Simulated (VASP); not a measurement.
Wanted: the native input for a VASP 6.6.1 run.

```
Task                   : electric field gradients
Functional             : LDA
Potentials or basis    : VASP PAW LDA potentials, release 64 (Ta_pv, N)
Cutoff                 : 520 eV
k mesh                 : 12 × 12 × 10
Occupations            : fermi-dirac, width 0.02 eV
Spin                   : no spin polarisation
Dipole correction      : no
Further INCAR settings : ALGO = Normal; EDIFF = 1e-08; NBANDS = 15
```

The structure of TaN lies in POSCAR:

```
TaN
1.0
    2.9379988584      0.0000000000      0.0000000000
   -1.4689994292      2.5443816477      0.0000000000
    0.0000000000      0.0000000000      2.8830000000
Ta N
1 1
Direct
    0.3333333333      0.6666666667      0.5000000000
    0.0000000000      0.0000000000      0.0000000000
```

One way to write it, as run:

INCAR

```
  PREC = Accurate
  ENCUT = 520
  EDIFF = 1E-8
  ISMEAR = -1
  SIGMA = 0.02
  LREAL = F
  LASPH = T
  NELM = 100
  ALGO = Normal
  ISIF = 2
  LWAVE = F
  LCHARG = F
  GGA = CA
  LEFG = T
  NBANDS = 15
```

KPOINTS

```
regular mesh
0
Gamma
  12 12 10
```

Potentials or basis: VASP PAW LDA potentials, release 64 (Ta_pv, N).

Command:

```console
$ cat potpaw_LDA.64/Ta_pv/POTCAR potpaw_LDA.64/N/POTCAR > POTCAR
$ mpirun -np 1 vasp_std > vasp.out
```

It gave:

The pressure is -9.8 GPa. The band gap on the k mesh is zero (band 8 reaches 8.48 eV, above the bottom of band 9 at 7.99 eV).

Caveat: without QUAD_EFG the Cq values of the log hold for a quadrupole moment of 1 mb, not for the nuclei; spin-orbit coupling is left out, which moves the levels of the heavy elements.

Run time: 33 s on 1 thread of Intel(R) Xeon(R) Platinum 8259CL CPU @ 2.50GHz (Skylake/Cascade Lake) (shared host), peak memory 0.16 GiB.
